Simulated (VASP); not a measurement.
Input of a VASP 6.6.1 run:

File INCAR:

```
PREC = Accurate
ENCUT = 520
EDIFF = 1E-6
ISMEAR = -1
SIGMA = 0.08
LREAL = F
LASPH = T
NELM = 60
ALGO = Normal
ISIF = 2
LWAVE = F
LCHARG = F
GGA = PE
NBANDS = 14
```

The input KPOINTS:

```
Automatic mesh
0
Gamma
  15 15 15
```

The input POSCAR:

```
HfC
1.0
    0.0000000000      2.0648764416      2.0648764416
    2.0648764416      0.0000000000      2.0648764416
    2.0648764416      2.0648764416      0.0000000000
Hf C
1 1
Direct
    0.0000000000      0.0000000000      0.0000000000
    0.5000000000      0.5000000000      0.5000000000
```

Potentials or basis: VASP PAW PBE potentials, release 64 (Hf_pv, C).

Run with:

```bash
$ cat potpaw_PBE.64/Hf_pv/POTCAR potpaw_PBE.64/C/POTCAR > POTCAR
$ mpirun -np 1 vasp_std > vasp.out
```

(1) Predict the pressure.

(2) What does it give for the band gap on the k mesh?

## Answers

(1) 171.3 GPa.

(2) zero (band 7 reaches 10.25 eV, above the bottom of band 8 at 8.62 eV).

Caveat: spin-orbit coupling is left out, which moves the levels of the heavy elements.
